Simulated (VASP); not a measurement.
Input of a VASP 6.6.1 run:

POSCAR

```
Ni
1.0
    2.2475182120      0.0000000000      0.0000000000
   -1.1237591060      1.9464078671      0.0000000000
    0.0000000000      0.0000000000      2.1682810997
Ni
1
Direct
    0.0000000000      0.0000000000      0.0000000000
```

File INCAR.step1:

```
  PREC = Accurate
  ENCUT = 520
  EDIFF = 1E-6
  ISMEAR = -1
  SIGMA = 0.1
  LREAL = F
  LASPH = T
  NELM = 150
  ALGO = Normal
  ISIF = 2
  LWAVE = F
  LCHARG = T
  ISPIN = 2
  MAGMOM = 1
  LMAXMIX = 4
  GGA = PE
  NBANDS = 15
```

The input KPOINTS.step1:

```
Automatic mesh
0
Gamma
  18 18 17
```

File INCAR.step2:

```
  PREC = Accurate
  ENCUT = 520
  EDIFF = 1E-6
  ISMEAR = -5
  SIGMA = 0.1
  LREAL = F
  LASPH = T
  NELM = 150
  ALGO = Normal
  ISIF = 2
  LWAVE = F
  LCHARG = F
  ISPIN = 2
  MAGMOM = 1
  LORBIT = 11
  LMAXMIX = 4
  GGA = PE
  NEDOS = 1001
  ICHARG = 11
```

The input KPOINTS.step2:

```
Automatic mesh
0
Gamma
  27 27 26
```

Potentials or basis: VASP PAW PBE potentials, release 64 (Ni).

Launch:

```console
$ cat potpaw_PBE.64/Ni/POTCAR > POTCAR
$ cp INCAR.step1 INCAR
$ cp KPOINTS.step1 KPOINTS
$ mpirun -np 1 vasp_std > vasp.out
$ cp INCAR.step2 INCAR
$ cp KPOINTS.step2 KPOINTS
$ mpirun -np 1 vasp_std > vasp.out
```

**Question.** Estimate the net moment.

**Answer.** 0.00 μB per cell.
